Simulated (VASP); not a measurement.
Write the native input for VASP 6.6.1 that does the following.

```yaml
Task: single point
Functional: PBE
Potentials_or_basis: VASP PAW PBE potentials, release 64 (Si, C, O)
Cutoff: 520 eV
k_mesh: 4 × 4 × 1
Occupations: gaussian, width 0.05 eV
Spin: no spin polarisation
Dipole_correction: yes
Further_INCAR_settings: LREAL = Auto; ALGO = Normal; EDIFF = 1e-06; NBANDS = 52
```

The structure of Si16CO lies in POSCAR:

```
Si16CO
1.0
    7.7354121591      0.0000000000      0.0000000000
    0.0000000000      7.7354121591      0.0000000000
    0.0000000000      0.0000000000     22.1119221361
Si C O
16 1 1
Direct
    0.0000000000      0.2500000000      0.1808978874
    0.0000000000      0.7500000000      0.1808978874
    0.5000000000      0.2500000000      0.1808978874
    0.5000000000      0.7500000000      0.1808978874
    0.0000000000      0.0000000000      0.2427396662
    0.0000000000      0.5000000000      0.2427396662
    0.5000000000      0.0000000000      0.2427396662
    0.5000000000      0.5000000000      0.2427396662
    0.2500000000      0.0000000000      0.3062012287
    0.2500000000      0.5000000000      0.3062012287
    0.7500000000      0.0000000000      0.3062012287
    0.7500000000      0.5000000000      0.3062012287
    0.2500000000      0.2500000000      0.3668573942
    0.2500000000      0.7500000000      0.3668573942
    0.7500000000      0.2500000000      0.3668573942
    0.7500000000      0.7500000000      0.3668573942
    0.5000000000      0.7500000000      0.3257031248
    0.5530187564      0.8030187564      0.3711351530
```

The input as run:

INCAR

```
ALGO = Normal
DIPOL = 0.5 0.5 0.282
EDIFF = 1E-6
ENCUT = 520
GGA = PE
IDIPOL = 3
ISIF = 2
ISMEAR = 0
LASPH = True
LCHARG = False
LDIPOL = True
LREAL = Auto
LWAVE = False
NBANDS = 52
NELM = 80
PREC = Accurate
SIGMA = 0.05
```

KPOINTS

```
k-points
0
Gamma
  4 4 1
```

Potentials or basis: VASP PAW PBE potentials, release 64 (Si, C, O).

Command:

```bash
$ cat potpaw_PBE.64/Si/POTCAR potpaw_PBE.64/C/POTCAR potpaw_PBE.64/O/POTCAR > POTCAR
$ mpirun -np 1 vasp_std > vasp.out
```

It gave:

```
Largest force          : 12.126 eV/Å
Band gap on the k mesh : zero (band 37 reaches -2.33 eV, above the bottom of band 38 at -2.37 eV)
```

Wall time 17 min on 1 thread of AMD EPYC 9R45 96-Core Processor (Zen 5), with other jobs on the host, peak memory 1.3 GiB.
